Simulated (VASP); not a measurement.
Set up this calculation in VASP 6.6.1, as the native input.

- Task: single point
- Functional: PBE
- Potentials or basis: VASP PAW PBE potentials, release 64 (Ge_d)
- Cutoff: 520 eV
- k mesh: 12 × 12 × 6
- Occupations: gaussian, width 0.1 eV
- Spin: no spin polarisation
- Dipole correction: no
- Further INCAR settings: ALGO = Normal; EDIFF = 1e-06; NBANDS = 36

The structure of Ge lies in POSCAR:

```
Ge
1.0
    3.9296634416      0.0000000000      0.0000000000
   -1.9648317208      3.4031883688      0.0000000000
    0.0000000000      0.0000000000      6.4949904313
Ge
4
Direct
    0.6666666667      0.3333333333      0.0631637282
    0.3333333333      0.6666666667      0.5631637282
    0.6666666667      0.3333333333      0.4368362718
    0.3333333333      0.6666666667      0.9368362718
```

This isn't the form of Ge at room conditions, which is diamond.

These files were run (other wordings do the same):

INCAR

```
PREC     = Accurate       # precision mode
ENCUT    = 520            # plane-wave cutoff, eV
EDIFF    = 1E-6           # SCF threshold, eV
ISMEAR   = 0              # smearing method
SIGMA    = 0.1            # smearing width, eV
LREAL    = F              # projectors in reciprocal space
LASPH    = T              # aspherical terms in the spheres
NELM     = 60             # most SCF steps
ALGO     = Normal         # electronic algorithm
ISIF     = 2              # what is computed and relaxed
LWAVE    = F              # write WAVECAR
LCHARG   = T              # write CHGCAR
GGA      = PE             # functional
LELF     = T              # ELF
LVHAR    = T            
NBANDS   = 36             # bands
```

KPOINTS

```
regular mesh
0
Gamma
  12 12 6
```

Potentials or basis: VASP PAW PBE potentials, release 64 (Ge_d).

Run with:

```console
$ cat potpaw_PBE.64/Ge_d/POTCAR > POTCAR
$ mpirun -np 1 vasp_std > vasp.out
```

Results of the run:

* Pressure: 6.9 GPa
* Largest force: 0.003 eV/Å
* Band gap on the k mesh: zero (filled and empty bands touch)

Caveat: the cell stands under pressure; semilocal functionals underestimate gaps, and a narrow one can read as zero.

Wall time 5.7 min on 1 thread of AMD EPYC 7R13, on a shared host, peak memory 0.3 GiB.
